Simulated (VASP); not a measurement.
# MgB (Pm-3m) in VASP: notebook, part 2 of 2

VASP 6.6.1. Earlier steps stand in the parts before.

## 3. Single point, r2SCAN

This run uses another cell than the first one, of 9.63 Å³/atom.

File POSCAR:

```
MgB
1.0
    2.6806895562      0.0000000000      0.0000000000
    0.0000000000      2.6806895562      0.0000000000
    0.0000000000      0.0000000000      2.6806895562
Mg B
1 1
Direct
    0.0000000000      0.0000000000      0.0000000000
    0.5000000000      0.5000000000      0.5000000000
```

File INCAR.step1:

```
SYSTEM = MgB
PREC = Accurate ; ENCUT = 520
ISMEAR = -1 ; SIGMA = 0.05
LREAL = .False. ; LASPH = .True.
NELM = 100 ; NBANDS = 10
GGA = PE ; ALGO = Normal
EDIFF = 1E-4 ; LWAVE = .True.
LCHARG = .False.
```

File INCAR.step2:

```
SYSTEM = MgB
PREC = Accurate ; ENCUT = 520
EDIFF = 1E-6 ; ISMEAR = -1
SIGMA = 0.05 ; LREAL = .False.
LASPH = .True. ; NELM = 100
ALGO = Normal ; ISIF = 2
LWAVE = .False. ; LCHARG = .True.
METAGGA = R2SCAN ; LMIXTAU = .True.
LELF = .True. ; LVHAR = .True.
NBANDS = 10 ; ISTART = 1
```

File KPOINTS:

```
Automatic mesh
0
Gamma
  9 9 9
  0 0 0
```

Potentials or basis: VASP PAW PBE potentials, release 64 (Mg, B).

The run is started by

```sh
cat potpaw_PBE.64/Mg/POTCAR potpaw_PBE.64/B/POTCAR > POTCAR
cp INCAR.step1 INCAR
mpirun -np 1 vasp_std > vasp.out
cp INCAR.step2 INCAR
mpirun -np 1 vasp_std > vasp.out
```

OUTCAR:

```text
SYSTEM = MgB
   PREC = Accurate
   ENCUT = 520
   EDIFF = 1E-6
   ISMEAR = -1
   LREAL = .False.
   LASPH = .True.
   NELM = 100
   ISIF = 2
   METAGGA = R2SCAN
   ISTART = 1

 ion  position               nearest neighbor table
   1  0.000  0.000  0.000-   2 2.32   2 2.32   2 2.32   2 2.32   2 2.32   2 2.32   2 2.32   2 2.32

   2  0.500  0.500  0.500-   1 2.32   1 2.32   1 2.32   1 2.32   1 2.32   1 2.32   1 2.32   1 2.32

  LATTYP: Found a simple cubic cell.
 ALAT       =     2.6806895562

[... 500 lines left out ...]

------------------------ aborting loop because EDIFF is reached ----------------------------------------

  FORCE on cell =-STRESS in cart. coord.  units (eV):
  Direction    XX          YY          ZZ          XY          YZ          ZX
  --------------------------------------------------------------------------------------
  -------------------------------------------------------------------------------------
  Total        3.5741820      3.5741820      3.5741820     -0.0000000     -0.0000000      0.0000000
  in kB      297.2676700    297.2676700    297.2676700     -0.0000000     -0.0000000      0.0000000
  external PRESSURE =     297.2676700 kB  Pullay stress =       0.0000000 kB

 VOLUME and BASIS-vectors are now :
 -----------------------------------------------------------------------------
  energy-cutoff  :      520.00
  volume of cell :       19.26
      direct lattice vectors                 reciprocal lattice vectors
     2.680689556  0.000000000  0.000000000     0.373038347  0.000000000  0.000000000
     0.000000000  2.680689556  0.000000000     0.000000000  0.373038347  0.000000000
     0.000000000  0.000000000  2.680689556     0.000000000  0.000000000  0.373038347

 POSITION                                       TOTAL-FORCE (eV/Angst)
 -----------------------------------------------------------------------------------
      0.00000      0.00000      0.00000         0.000000      0.000000      0.000000
      1.34034      1.34034      1.34034         0.000000      0.000000      0.000000
 -----------------------------------------------------------------------------------
    total drift:                                0.000000      0.000000      0.000000

  FREE ENERGIE OF THE ION-ELECTRON SYSTEM (eV)
  ---------------------------------------------------
  free  energy   TOTEN  =        -9.5773831025 eV

  energy  without entropy=       -9.5715315768  energy(sigma->0) =       -9.57445734
```

OSZICAR.step1:

```text
N       E                     dE             d eps       ncg     rms          rms(c)
DAV:   1     0.280462092664E+01    0.28046E+01   -0.21225E+03   796   0.364E+02
DAV:   2    -0.635986267549E+01   -0.91645E+01   -0.89076E+01   832   0.677E+01
DAV:   3    -0.648823324549E+01   -0.12837E+00   -0.12801E+00   896   0.660E+00
DAV:   4    -0.648847383192E+01   -0.24059E-03   -0.24058E-03   870   0.284E-01
DAV:   5    -0.648847458637E+01   -0.75445E-06   -0.75395E-06   844   0.144E-02    0.215E+00
DAV:   6    -0.629137943009E+01    0.19710E+00   -0.17810E-01   748   0.184E+00    0.118E+00
DAV:   7    -0.622794220286E+01    0.63437E-01   -0.13905E-01   782   0.161E+00    0.348E-01
DAV:   8    -0.622570308758E+01    0.22391E-02   -0.26078E-03   786   0.441E-01    0.347E-02
DAV:   9    -0.622569784136E+01    0.52462E-05   -0.11904E-05   514   0.204E-02
   1 F= -.62256978E+01 E0= -.62223515E+01  d E =-.669262E-02
```

It took 18 s on 1 thread of Intel Xeon 8259CL, shared host; peak memory 0.13 GiB.

What came out:

- Free energy: -9.5774 eV
- Pressure: 29.7 GPa
- Band gap on the k mesh: zero (an odd number of electrons rules out a gap without spin polarisation)

Levels at points of the mesh, in eV from the Fermi level:
| k point | band 1 | band 2 | band 3 | band 4 | band 5 |
| --- | --- | --- | --- | --- | --- |
| (0.00, 0.00, 0.00) | -13.19 | 3.11 | 3.11 | 3.11 | 7.58 |

Caveat: the cell stands under pressure; the PAW data sets were made with another functional, which shifts forces and pressure a little.

## 4. Single point, r2SCAN

This run uses another cell than the first one, of 10.19 Å³/atom.

File POSCAR:

```
MgB
1.0
    2.7317190785      0.0000000000      0.0000000000
    0.0000000000      2.7317190785      0.0000000000
    0.0000000000      0.0000000000      2.7317190785
Mg B
1 1
Direct
    0.0000000000      0.0000000000      0.0000000000
    0.5000000000      0.5000000000      0.5000000000
```

File INCAR.step1:

```
SYSTEM = MgB
ALGO = Normal
EDIFF = 1E-4
ENCUT = 520
GGA = PE
ISMEAR = -1
LASPH = .TRUE.
LCHARG = .FALSE.
LREAL = .FALSE.
LWAVE = .TRUE.
NBANDS = 10
NELM = 100
PREC = Accurate
SIGMA = 0.05
```

File INCAR.step2:

```
SYSTEM = MgB
ALGO = Normal
EDIFF = 1E-6
ENCUT = 520
ISIF = 2
ISMEAR = -1
ISTART = 1
LASPH = .TRUE.
LCHARG = .TRUE.
LELF = .TRUE.
LMIXTAU = .TRUE.
LREAL = .FALSE.
LVHAR = .TRUE.
LWAVE = .FALSE.
METAGGA = R2SCAN
NBANDS = 10
NELM = 100
PREC = Accurate
SIGMA = 0.05
```

File KPOINTS:

```
k-points
0
G
  9 9 9
  0 0 0
```

The run is started by

```sh
cat potpaw_PBE.64/Mg/POTCAR potpaw_PBE.64/B/POTCAR > POTCAR
cp INCAR.step1 INCAR
mpirun -np 1 vasp_std > vasp.out
cp INCAR.step2 INCAR
mpirun -np 1 vasp_std > vasp.out
```

It took 19 s on 1 thread of Intel Xeon 8259CL, shared host; peak memory 0.13 GiB.

Results (log left out):

| Property | Result |
| --- | --- |
| Free energy | -9.7489 eV |
| Pressure | 19.6 GPa |
| Band gap on the k mesh | zero (an odd number of electrons rules out a gap without spin polarisation) |

Levels at points of the mesh, in eV from the Fermi level:
```csv
k point,band 1,band 2,band 3,band 4,band 5,band 6,band 7
"(0.00, 0.00, 0.00)",-12.80,2.97,2.97,2.97,7.50,7.50,12.57
```

Caveat: the cell stands under pressure; the PAW data sets were made with another functional, which shifts forces and pressure a little.

## 5. Single point, r2SCAN

This run uses another cell than the first one, of 10.93 Å³/atom.

File POSCAR:

```
MgB
1.0
    2.7960272090      0.0000000000      0.0000000000
    0.0000000000      2.7960272090      0.0000000000
    0.0000000000      0.0000000000      2.7960272090
Mg B
1 1
Direct
    0.0000000000      0.0000000000      0.0000000000
    0.5000000000      0.5000000000      0.5000000000
```

File INCAR.step1:

```
SYSTEM = MgB
  PREC = Accurate
  ENCUT = 520
  ISMEAR = -1
  SIGMA = 0.05
  LREAL = .False.
  LASPH = .True.
  NELM = 80
  NBANDS = 10
  GGA = PE
  ALGO = Normal
  EDIFF = 1E-4
  LWAVE = .True.
  LCHARG = .False.
```

File INCAR.step2:

```
SYSTEM = MgB
  PREC = Accurate
  ENCUT = 520
  EDIFF = 1E-6
  ISMEAR = -1
  SIGMA = 0.05
  LREAL = .False.
  LASPH = .True.
  NELM = 80
  ALGO = Normal
  ISIF = 2
  LWAVE = .False.
  LCHARG = .False.
  METAGGA = R2SCAN
  LMIXTAU = .True.
  NBANDS = 10
  ISTART = 1
```

File KPOINTS:

```
Automatic mesh
0
Gamma
  9 9 9
  0 0 0
```

The run is started by

```sh
cat potpaw_PBE.64/Mg/POTCAR potpaw_PBE.64/B/POTCAR > POTCAR
cp INCAR.step1 INCAR
mpirun -np 1 vasp_std > vasp.out
cp INCAR.step2 INCAR
mpirun -np 1 vasp_std > vasp.out
```

Wall time 26 s (1 thread of Intel Xeon 8259CL, shared host); peak memory 0.14 GiB.

Results (log left out):

```
Free energy            : -9.8813 eV
Pressure               : 9.6 GPa
Band gap on the k mesh : zero (an odd number of electrons rules out a gap without spin polarisation)
```

Levels at points of the mesh, in eV from the Fermi level:
| k point | band 1 | band 2 | band 3 | band 4 | band 5 | band 6 |
| --- | --- | --- | --- | --- | --- | --- |
| (0.00, 0.00, 0.00) | -12.34 | 2.80 | 2.80 | 2.80 | 7.38 | 7.38 |

Caveat: the cell stands under pressure; the PAW data sets were made with another functional, which shifts forces and pressure a little.

## 6. Single point, r2SCAN

This run uses another cell than the first one, of 11.41 Å³/atom.

File POSCAR:

```
MgB
1.0
    2.8362288461      0.0000000000      0.0000000000
    0.0000000000      2.8362288461      0.0000000000
    0.0000000000      0.0000000000      2.8362288461
Mg B
1 1
Direct
    0.0000000000      0.0000000000      0.0000000000
    0.5000000000      0.5000000000      0.5000000000
```

File INCAR.step1:

```
ALGO = Normal
EDIFF = 1E-4
ENCUT = 520
GGA = PE
ISMEAR = -1
LASPH = T
LCHARG = F
LREAL = F
LWAVE = T
NBANDS = 10
NELM = 60
PREC = Accurate
SIGMA = 0.05
```

File INCAR.step2:

```
ALGO = Normal
EDIFF = 1E-6
ENCUT = 520
ISIF = 2
ISMEAR = -1
ISTART = 1
LASPH = T
LCHARG = F
LMIXTAU = T
LREAL = F
LWAVE = F
METAGGA = R2SCAN
NBANDS = 10
NELM = 60
PREC = Accurate
SIGMA = 0.05
```

File KPOINTS:

```
k-points
0
Gamma
  9 9 9
```

Potentials or basis: VASP PAW PBE potentials, release 64 (Mg, B).

The run is started by

```sh
cat potpaw_PBE.64/Mg/POTCAR potpaw_PBE.64/B/POTCAR > POTCAR
cp INCAR.step1 INCAR
mpirun -np 1 vasp_std > vasp.out
cp INCAR.step2 INCAR
mpirun -np 1 vasp_std > vasp.out
```

Wall time 28 s (1 thread of Intel Xeon 8259CL, shared host); peak memory 0.15 GiB.

The run converged. Its results:

```
Free energy            : -9.9233 eV
Pressure               : 4.6 GPa
Band gap on the k mesh : zero (an odd number of electrons rules out a gap without spin polarisation)
```

Levels at points of the mesh, in eV from the Fermi level:
```
           k point  band 1  band 2  band 3  band 4  band 5  band 6
(0.00, 0.00, 0.00)  -12.06    2.70    2.70    2.70    7.32    7.32
```

Caveat: the cell stands under pressure; the PAW data sets were made with another functional, which shifts forces and pressure a little.

## 7. Summary

| level | cell | k mesh | smearing | gap on the mesh (eV) | pressure (GPa) |
| --- | --- | --- | --- | --- | --- |
| PBE | a = 2.895 Å, 2 atoms | 5 × 5 × 5 | fermi-dirac 0.04 eV | none | 0.4 |
| r2SCAN | a = 2.681 Å, 2 atoms | 9 × 9 × 9 | fermi-dirac 0.05 eV | none | 29.7 |
| r2SCAN | a = 2.732 Å, 2 atoms | 9 × 9 × 9 | fermi-dirac 0.05 eV | none | 19.6 |
| r2SCAN | a = 2.796 Å, 2 atoms | 9 × 9 × 9 | fermi-dirac 0.05 eV | none | 9.6 |
| r2SCAN | a = 2.836 Å, 2 atoms | 9 × 9 × 9 | fermi-dirac 0.05 eV | none | 4.6 |

Alike in all rows: task single point; potentials or basis VASP PAW PBE potentials, release 64 (Mg, B); no spin polarisation; cutoff (eV) 520.

Caveats: some runs use coarse meshes; the cell stands under pressure (at least some runs); the PAW data sets were made with another functional, which shifts forces and pressure a little (at least some runs).

Total energies depend on the potentials used, so only differences within one code and one set of settings carry meaning.
